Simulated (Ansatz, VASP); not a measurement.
## Ti in VASP and in Ansatz

```
Ti
1.0
     1.46923    2.54478    0.00000
     0.00000    0.00000    4.65063
     4.40769   -2.54478    0.00000
Ti
4
Direct
  0.50000 0.25000 0.83333
  0.00000 0.25000 0.33333
  0.50000 0.75000 0.16667
  0.00000 0.75000 0.66667
```

Alike in both runs: functional PBE; k mesh 14 × 8 × 8; occupations gaussian, width 0.1 eV; no spin polarisation.

Ansatz relaxed the structure, and its values are those at the end. VASP's run is a single point on that final structure, the one shown.

|  | VASP | Ansatz |
| --- | --- | --- |
| version | VASP 6.6.1 | Ansatz 0.2.0 |
| potentials or method | VASP PAW PBE potentials, release 64 (Ti_sv), cutoff 520 eV | scalar-relativistic, plane waves, PAW |
| valence electrons in the cell | 48 | 48 |

|  | VASP | Ansatz | Ansatz less VASP |
| --- | --- | --- | --- |
| gap on the k mesh at the Fermi level (eV) | none | none | - |
| pressure (GPa) | -0.3 | 0.0 | +0.33 |

A gap of «none» marks a metal or a gap that the smearing closes.
